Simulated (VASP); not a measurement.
# MgO (P6_3mc) in VASP: further runs

The runs below take MgO through dielectric tensor, vibrations by perturbation theory, with PBE.

All numbers are computed with VASP 6.6.1; they aren't measurements. Logs are shortened: lines on timing, memory, paths and dates and some standing lists are left out, and cuts for length are marked.

### 1 The cell of the first run

The structure is hexagonal, space group P6_3mc (No. 186). Conventional cell: a = 3.308 Å, b = 3.308 Å, c = 4.983 Å, α = 90.00°, β = 90.00°, γ = 120.00°. Within 2.6 Å of Mg (site symmetry 3m) lie 4 O at 1.97 to 1.99 Å. Within 2.6 Å of O (site symmetry 3m) lie 4 Mg at 1.97 to 1.99 Å.

### 2 Dielectric tensor, PBE

INCAR reads:

```
SYSTEM = MgO
ALGO = Normal
EDIFF = 1E-8
ENCUT = 520
GGA = PE
ISIF = 2
ISMEAR = 0
LASPH = .True.
LCHARG = .False.
LEPSILON = .True.
LREAL = .False.
LWAVE = .False.
NELM = 80
PREC = Accurate
SIGMA = 0.01
```

KPOINTS reads:

```
k-points
0
Gamma
  9 9 6
  0 0 0
```

POSCAR reads:

```
MgO
1.0
    3.3077869865      0.0000000000      0.0000000000
   -1.6538934933      2.8646275606      0.0000000000
    0.0000000000      0.0000000000      4.9828816700
Mg O
2 2
Direct
    0.6666666667      0.3333333333      0.5021597400
    0.3333333333      0.6666666667      0.0021597400
    0.6666666667      0.3333333333      0.9024402600
    0.3333333333      0.6666666667      0.4024402600
```

Potentials or basis: VASP PAW PBE potentials, release 64 (Mg, O).

Run with:

```bash
$ cat potpaw_PBE.64/Mg/POTCAR potpaw_PBE.64/O/POTCAR > POTCAR
$ mpirun -np 1 vasp_std > vasp.out
```

OUTCAR:

```text
SYSTEM = MgO
   EDIFF = 1E-8
   ENCUT = 520
   GGA = PE
   ISIF = 2
   ISMEAR = 0
   LASPH = .True.
   LEPSILON = .True.
   LREAL = .False.
   NELM = 80
   PREC = Accurate

 ion  position               nearest neighbor table
   1  0.667  0.333  0.502-   4 1.97   4 1.97   4 1.97   3 1.99   2 3.14   2 3.14   2 3.14   2 3.14
                             2 3.14   2 3.14
   2  0.333  0.667  0.002-   3 1.97   3 1.97   3 1.97   4 1.99   1 3.14   1 3.14   1 3.14   1 3.14
                             1 3.14   1 3.14
   3  0.667  0.333  0.902-   2 1.97   2 1.97   2 1.97   1 1.99
   4  0.333  0.667  0.402-   1 1.97   1 1.97   1 1.97   2 1.99

  LATTYP: Found a hexagonal cell.
 ALAT       =     3.3077869865
 C/A-ratio  =     1.5064094787

  Lattice vectors:

 A1 = (   3.3077869865,   0.0000000000,   0.0000000000)
 A2 = (  -1.6538934933,   2.8646275606,   0.0000000000)
 A3 = (   0.0000000000,   0.0000000000,   4.9828816700)

Analysis of symmetry for initial positions (statically):
=====================================================================
 Subroutine PRICEL returns:
 Original cell was already a primitive cell.

 Routine SETGRP: Setting up the symmetry group for a
 hexagonal supercell.

 Subroutine GETGRP returns: Found 12 space group operations
 (whereof  6 operations were pure point group operations)
 out of a pool of 24 trial point group operations.

The static configuration has the point symmetry C_3v.
 The point group associated with its full space group is C_6v.

Analysis of symmetry for dynamics (positions and initial velocities):
=====================================================================
 Subroutine PRICEL returns:
 Original cell was already a primitive cell.

 Routine SETGRP: Setting up the symmetry group for a
 hexagonal supercell.

 Subroutine GETGRP returns: Found 12 space group operations
 (whereof  6 operations were pure point group operations)
 out of a pool of 24 trial point group operations.

The dynamic configuration has the point symmetry C_3v.
 The point group associated with its full space group is C_6v.

 Subroutine INISYM returns: Found 12 space group operations
 (whereof  6 operations are pure point group operations),
 and found     1 'primitive' translations

----------------------------------------------------------------------------------------

                                     Primitive cell

  volume of cell :      47.2157

  direct lattice vectors                    reciprocal lattice vectors
     3.307786987  0.000000000  0.000000000     0.302316928  0.174542760  0.000000000
    -1.653893493  2.864627561  0.000000000     0.000000000  0.349085519  0.000000000
     0.000000000  0.000000000  4.982881670     0.000000000  0.000000000  0.200687086

  length of vectors
     3.307786987  3.307786987  4.982881670     0.349085519  0.349085519  0.200687086

  position of ions in fractional coordinates (direct lattice)
     0.666666667  0.333333333  0.502159740
     0.333333333  0.666666667  0.002159740
     0.666666667  0.333333333  0.902440260
     0.333333333  0.666666667  0.402440260

  ion indices of the primitive-cell ions
   primitive index   ion index
                 1           1
                 2           2
                 3           3
                 4           4

----------------------------------------------------------------------------------------

 KPOINTS: k-points

Automatic generation of k-mesh.
 Grid dimensions read from file:
 generate k-points for:    9    9    6

 Generating k-lattice:

[... 101 lines left out ...]

 number of electron      15.9999997 magnetization

 E-fermi :   1.2608     XC(G=0):  -9.7437

 val. band max:        1.1580132551   @ k =   0.0000   0.0000   0.0000
 cond. band min:       4.6211026311   @ k =   0.0000   0.0000   0.0000
 fundamental gap:      3.4630893760
 Fermi energy:         1.2608455169

 k-point     1 :       0.0000    0.0000    0.0000
  band No.  band energies     occupation
      1     -15.1163      2.00000
      2     -14.3053      2.00000
      3      -2.1261      2.00000
      4       0.3691      2.00000
      5       0.3691      2.00000
      6       0.7106      2.00000
      7       0.7106      2.00000
      8       1.1580      2.00000
      9       4.6211      0.00000
     10       9.6713      0.00000
     11      11.5027      0.00000
     12      15.2401      0.00000
[... 331 lines left out ...]
 k-point    24 :       0.3333    0.3333    0.1667
  band No.  band energies     occupation
      1     -14.2998      2.00000
      2     -14.2998      2.00000
      3      -1.5428      2.00000
      4      -1.0564      2.00000
      5      -1.0564      2.00000
      6      -0.2635      2.00000
      7       0.2339      2.00000
      8       0.2339      2.00000
      9       9.4574      0.00000
     10       9.5742      0.00000
     11      11.2441      0.00000
     12      11.2441      0.00000

 [... further k-points ...]

  FORCE on cell =-STRESS in cart. coord.  units (eV):
  Direction    XX          YY          ZZ          XY          YZ          ZX
  --------------------------------------------------------------------------------------
  -------------------------------------------------------------------------------------
  Total        0.8511245      0.8511245      0.9180716     -0.0000000      0.0000000      0.0000000
  in kB       28.8813441     28.8813441     31.1530691     -0.0000000      0.0000000      0.0000000
  external PRESSURE =      29.6385858 kB  Pullay stress =       0.0000000 kB

 VOLUME and BASIS-vectors are now :
 -----------------------------------------------------------------------------
  energy-cutoff  :      520.00
  volume of cell :       47.22
      direct lattice vectors                 reciprocal lattice vectors
     3.307786987  0.000000000  0.000000000     0.302316928  0.174542760  0.000000000
    -1.653893493  2.864627561  0.000000000     0.000000000  0.349085519  0.000000000
     0.000000000  0.000000000  4.982881670     0.000000000  0.000000000  0.200687086

 POSITION                                       TOTAL-FORCE (eV/Angst)
 -----------------------------------------------------------------------------------
      1.65389      0.95488      2.50220         0.000000     -0.000000      0.008161
     -0.00000      1.90975      0.01076        -0.000000      0.000000      0.008161
      1.65389      0.95488      4.49675        -0.000000     -0.000000     -0.008161
     -0.00000      1.90975      2.00531         0.000000      0.000000     -0.008161
 -----------------------------------------------------------------------------------
    total drift:                               -0.000000     -0.000000      0.001156

  FREE ENERGIE OF THE ION-ELECTRON SYSTEM (eV)
  ---------------------------------------------------
  free  energy   TOTEN  =       -23.5200743839 eV

  energy  without entropy=      -23.5200743839  energy(sigma->0) =      -23.52007438

 HEAD OF MICROSCOPIC STATIC DIELECTRIC TENSOR (INDEPENDENT PARTICLE, excluding Hartree and local field effects)
 ------------------------------------------------------
           3.003858    -0.000000     0.000000
          -0.000000     3.003858    -0.000000
           0.000000    -0.000000     3.088014
 ------------------------------------------------------

 Free energy of the ion-electron system (eV)
  ---------------------------------------------------
  ---------------------------------------------------
  free energy    TOTEN  =        -0.28092075 eV

  energy without entropy =       -0.28092075

------------------------ aborting loop because EDIFF is reached ----------------------------------------

--------------------------------------- Ionic step        2  -------------------------------------------

------------------------ aborting loop because EDIFF is reached ----------------------------------------

--------------------------------------- Ionic step        3  -------------------------------------------

 Free energy of the ion-electron system (eV)
  ---------------------------------------------------
  ---------------------------------------------------
  free energy    TOTEN  =        -0.29498121 eV

  energy without entropy =       -0.29498121

------------------------ aborting loop because EDIFF is reached ----------------------------------------

 PIEZOELECTRIC TENSOR FIELD DIRECTION 3  (e Angst)
 -----------------------------------------------------------------------------
     0.13748 -0.00000  0.00000           ( -0.02986  0.00000  0.00000)
    -0.00000  0.13748  0.00000           (  0.00000 -0.02986  0.00000)
     0.00000  0.00000  0.01434           (  0.00000  0.00000  0.06344)

 PIEZOELECTRIC TENSOR FIELD DIRECTION 3  (C/m^2)
 -----------------------------------------------------------------------------
     0.04665 -0.00000  0.00000
    -0.00000  0.04665  0.00000
     0.00000  0.00000  0.00487

 MACROSCOPIC STATIC DIELECTRIC TENSOR (including local field effects in DFT)
 ------------------------------------------------------
           2.929003    -0.000000    -0.000000
          -0.000000     2.929003     0.000000
           0.000000     0.000000     3.039348
 ------------------------------------------------------

 PIEZOELECTRIC TENSOR (including local field effects)  for field in x, y, z        (e  Angst)
          XX          YY          ZZ          XY          YZ          ZX
  --------------------------------------------------------------------------------
  x     0.00000    -0.00000     0.00000    -0.00000    -0.00000     0.21837
  y     0.00000    -0.00000     0.00000     0.00000     0.21837    -0.00000
  z     0.13748     0.13748     0.01434    -0.00000     0.00000     0.00000

 PIEZOELECTRIC TENSOR (including local field effects)  for field in x, y, z        (C/m^2)
          XX          YY          ZZ          XY          YZ          ZX
  --------------------------------------------------------------------------------
  x     0.00000    -0.00000     0.00000    -0.00000    -0.00000     0.07410
  y     0.00000    -0.00000     0.00000     0.00000     0.07410    -0.00000
  z     0.04665     0.04665     0.00487    -0.00000     0.00000     0.00000

 BORN EFFECTIVE CHARGES (including local field effects) (in |e|, cummulative output)
 ---------------------------------------------------------------------------------
 ion    1
    1     1.79357    -0.00000    -0.00000
    2    -0.00000     1.79357     0.00000
    3    -0.00000     0.00000     1.90825
 ion    2
    1     1.79357    -0.00000     0.00000
    2    -0.00000     1.79357    -0.00000
    3     0.00000     0.00000     1.90825
 ion    3
    1    -1.79357     0.00000     0.00000
    2     0.00000    -1.79357     0.00000
    3     0.00000     0.00000    -1.90825
 ion    4
    1    -1.79357     0.00000     0.00000
    2     0.00000    -1.79357    -0.00000
    3     0.00000    -0.00000    -1.90825
```

Run time: 8 min. Hardware: 1 thread of Intel Xeon Platinum 8259CL at 2.50GHz (Skylake/Cascade Lake), shared host; peak memory 0.35 GiB.

What came out:

```yaml
Band_gap_on_the_k_mesh: 3.46 eV
Electronic_dielectric_tensor_diagonal: 2.93, 2.93, 3.04
Born_charges_mean_of_the_diagonal: Mg +1.83; O -1.83 e
```

Levels at points of the mesh, in eV from the valence-band top:
| k point | band 5 | band 6 | band 7 | band 8 | band 9 | band 10 | band 11 | band 12 |
| --- | --- | --- | --- | --- | --- | --- | --- | --- |
| (0.00, 0.00, 0.00) | -0.79 | -0.45 | -0.45 | 0.00 | 3.46 | 8.51 | 10.34 | 14.08 |
| (0.00, 0.00, 0.50) | -0.62 | -0.62 | -0.62 | -0.62 | 5.98 | 5.98 | 13.22 | 13.22 |

Electronic dielectric tensor:
```
2.93 0.00 0.00
0.00 2.93 0.00
0.00 0.00 3.04
```

Born effective charge tensors (e):
atom 1, Mg
```
1.79 0.00 0.00
0.00 1.79 0.00
0.00 0.00 1.91
```
atom 2, Mg
```
1.79 0.00 0.00
0.00 1.79 0.00
0.00 0.00 1.91
```
atom 3, O
```
-1.79  0.00  0.00
 0.00 -1.79  0.00
 0.00  0.00 -1.91
```
atom 4, O
```
-1.79  0.00  0.00
 0.00 -1.79  0.00
 0.00  0.00 -1.91
```

Caveat: an odd mesh through Γ misses points on the zone boundary, where band edges can lie.

### 3 Vibrations by perturbation theory, PBE

INCAR reads:

```
PREC     = Accurate       # precision mode
ENCUT    = 520            # plane-wave cutoff, eV
EDIFF    = 1E-8           # SCF threshold, eV
ISMEAR   = -1             # smearing method
SIGMA    = 0.05           # smearing width, eV
LREAL    = False          # projectors in reciprocal space
LASPH    = True           # aspherical terms in the spheres
NELM     = 100            # most SCF steps
ALGO     = Normal         # electronic algorithm
ISIF     = 2              # what is computed and relaxed
LWAVE    = False          # write WAVECAR
LCHARG   = False          # write CHGCAR
GGA      = PE             # functional
NBANDS   = 16             # bands
IBRION   = 8              # ionic algorithm
NSW      = 1              # ionic steps
```

KPOINTS reads:

```
regular mesh
0
Gamma
  9 9 6
```

POSCAR is that of step 2.

Potentials or basis: VASP PAW PBE potentials, release 64 (Mg, O).

Run with:

```bash
$ cat potpaw_PBE.64/Mg/POTCAR potpaw_PBE.64/O/POTCAR > POTCAR
$ mpirun -np 1 vasp_std > vasp.out
```

OUTCAR:

```text
PREC = Accurate
   ENCUT = 520
   EDIFF = 1E-8
   ISMEAR = -1
   LREAL = False
   LASPH = True
   NELM = 100
   ISIF = 2
   GGA = PE
   IBRION = 8
   NSW = 1

 ion  position               nearest neighbor table
   1  0.667  0.333  0.502-   4 1.97   4 1.97   4 1.97   3 1.99   2 3.14   2 3.14   2 3.14   2 3.14
                             2 3.14   2 3.14
   2  0.333  0.667  0.002-   3 1.97   3 1.97   3 1.97   4 1.99   1 3.14   1 3.14   1 3.14   1 3.14
                             1 3.14   1 3.14
   3  0.667  0.333  0.902-   2 1.97   2 1.97   2 1.97   1 1.99
   4  0.333  0.667  0.402-   1 1.97   1 1.97   1 1.97   2 1.99

  LATTYP: Found a hexagonal cell.
 ALAT       =     3.3077869865
 C/A-ratio  =     1.5064094787

  Lattice vectors:
[... 723 lines left out ...]
  1Z     0.000000   -0.000000  -11.692713   -0.000000   -0.000000    5.083913   -0.000000    0.000000    3.234129   -0.000000    0.000000    3.374672
  2X     0.603654   -0.000000    0.000000  -10.681504    0.000000    0.000000    9.283222   -0.000000   -0.000000    0.794628   -0.000000    0.000000
  2Y    -0.000000    0.603654    0.000000    0.000000  -10.681504    0.000000   -0.000000    9.283222    0.000000   -0.000000    0.794628   -0.000000
  2Z     0.000000    0.000000    5.083913   -0.000000    0.000000  -11.692713    0.000000    0.000000    3.374672    0.000000   -0.000000    3.234129
  3X     0.792049   -0.000000    0.000000    9.280844   -0.000000    0.000000  -10.761727    0.000000   -0.000000    0.688834   -0.000000    0.000000
  3Y    -0.000000    0.792049    0.000000   -0.000000    9.280844    0.000000    0.000000  -10.761727   -0.000000   -0.000000    0.688834    0.000000
  3Z     0.000000    0.000000    3.232075    0.000000    0.000000    3.376918    0.000000    0.000000  -11.512463    0.000000    0.000000    4.903470
  4X     9.280844   -0.000000   -0.000000    0.792049   -0.000000    0.000000    0.688834   -0.000000   -0.000000  -10.761727    0.000000   -0.000000
  4Y    -0.000000    9.280844   -0.000000   -0.000000    0.792049    0.000000   -0.000000    0.688834   -0.000000    0.000000  -10.761727    0.000000
  4Z     0.000000   -0.000000    3.376918   -0.000000   -0.000000    3.232075    0.000000   -0.000000    4.903470    0.000000    0.000000  -11.512463

 Eigenvectors and eigenvalues of the dynamical matrix
 ----------------------------------------------------

   1 f  =   15.975039 THz   100.374127 2PiTHz  532.869928 cm-1    66.067421 meV
             X         Y         Z           dx          dy          dz
      1.653893  0.954876  2.502203    -0.361259    0.260839   -0.000000
     -0.000000  1.909752  0.010762    -0.361259    0.260839    0.000000
      1.653893  0.954876  4.496753     0.445144   -0.321406    0.000000
     -0.000000  1.909752  2.005312     0.445144   -0.321406   -0.000000
[... 71 lines left out ...]
  12 f/i=    0.001923 THz     0.012080 2PiTHz    0.064129 cm-1     0.007951 meV
             X         Y         Z           dx          dy          dz
      1.653893  0.954876  2.502203    -0.177818    0.519457    0.000000
     -0.000000  1.909752  0.010762    -0.177818    0.519457    0.000000
      1.653893  0.954876  4.496753    -0.144310    0.421569    0.000000
     -0.000000  1.909752  2.005312    -0.144310    0.421569    0.000000

--------------------------------------------------------------------------------------------------------

 ELASTIC MODULI CONTR FROM IONIC RELAXATION (kBar)
 Direction    XX          YY          ZZ          XY          YZ          ZX
 --------------------------------------------------------------------------------
 XX        -695.4947    317.3779    506.3684      0.0000      0.0000     -0.0000
 YY         317.3779   -695.4947    506.3684      0.0000     -0.0000      0.0000
 ZZ         506.3684    506.3684  -1356.2418     -0.0000     -0.0000     -0.0000
 XY           0.0000      0.0000     -0.0000   -506.4363     -0.0000      0.0000
 YZ          -0.0000     -0.0000     -0.0000     -0.0000    -91.9728      0.0000
 ZX           0.0000      0.0000     -0.0000     -0.0000      0.0000    -96.0763
 --------------------------------------------------------------------------------
```

stdout:

```text
POSCAR found type information on POSCAR MgO
 POSCAR found :  2 types and       4 ions
 scaLAPACK will be used
 LDA part: xc-table for (Slater+PW92), standard interpolation
 POSCAR, INCAR and KPOINTS ok, starting setup
 FFT: planning ... GRIDC
 FFT: planning ... GRID_SOFT
 FFT: planning ... GRID
 WAVECAR not read
 entering main loop
 Linear response reoptimize wavefunctions to high precision
 Linear response DOF=           4
 Linear response progress:
 first order change of Fermi-energy  -0.42642E-05
 force on displaced ion       1 direction 1 : -10.682   0.000  -0.000
 Linear response progress:
 first order change of Fermi-energy   0.28976E+00
 force on displaced ion       1 direction 3 :   0.000  -0.000 -11.693
 Linear response progress:
 first order change of Fermi-energy  -0.26018E-04
 force on displaced ion       3 direction 1 : -10.762   0.000  -0.000
 Linear response progress:
 first order change of Fermi-energy  -0.28861E+00
 force on displaced ion       3 direction 3 :  -0.000   0.000 -11.512
 Linear response finished
```

It took 13 min on 1 thread of Intel Xeon Platinum 8259CL at 2.50GHz (Skylake/Cascade Lake), shared host; peak memory 0.49 GiB.

Results:

* Highest phonon frequency at Γ, LO-TO splitting left out: 533 cm⁻¹

Phonon frequencies in cm⁻¹ (negative: imaginary):
```
              q point                                frequencies
(0.000, 0.000, 0.000)  0 0 0 196 196 432 433 528 531 531 533 533
```

Caveat: the cell stands under pressure or tension, which shifts response properties.
